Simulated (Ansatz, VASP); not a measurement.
# Two plane-wave programs on Al5Cu

```xyz
6
Lattice="4.9387 0.0000 0.0000 -2.4694 4.2771 0.0000 0.0000 0.0000 4.4593" Properties=species:S:1:pos:R:3 pbc="T T T"
Al    2.4694    1.4257    0.0000
Al    0.0000    2.8514    0.0000
Al    1.5971    0.0000    2.2296
Al   -0.7986    1.3831    2.2296
Al    1.6708    2.8939    2.2296
Cu    0.0000    0.0000    0.0000
```

Alike in both runs: functional PBE; k mesh 6 × 6 × 4; occupations gaussian, width 0.1 eV; no spin polarisation.

Ansatz relaxed the structure, and its values are those at the end. VASP's run is a single point on that final structure, the one shown.

|  | VASP | Ansatz |
| --- | --- | --- |
| version | VASP 6.6.1 | Ansatz 0.2.0 |
| potentials or method | VASP PAW PBE potentials, release 64 (Al, Cu), cutoff 520 eV | scalar-relativistic, plane waves, PAW |
| valence electrons in the cell | 26 | 34 |

```tsv
	VASP	Ansatz	Ansatz less VASP
gap on the k mesh at the Fermi level (eV)	none	none	-
pressure (GPa)	-0.1	0.0	+0.09
```

A gap of «none» marks a metal or a gap that the smearing closes. With one functional, cell and mesh, what is left measures potentials, basis and numerics. VASP's potentials hold 26 valence electrons a cell and Ansatz's 34, so a difference there can come from the potentials and not from the codes.
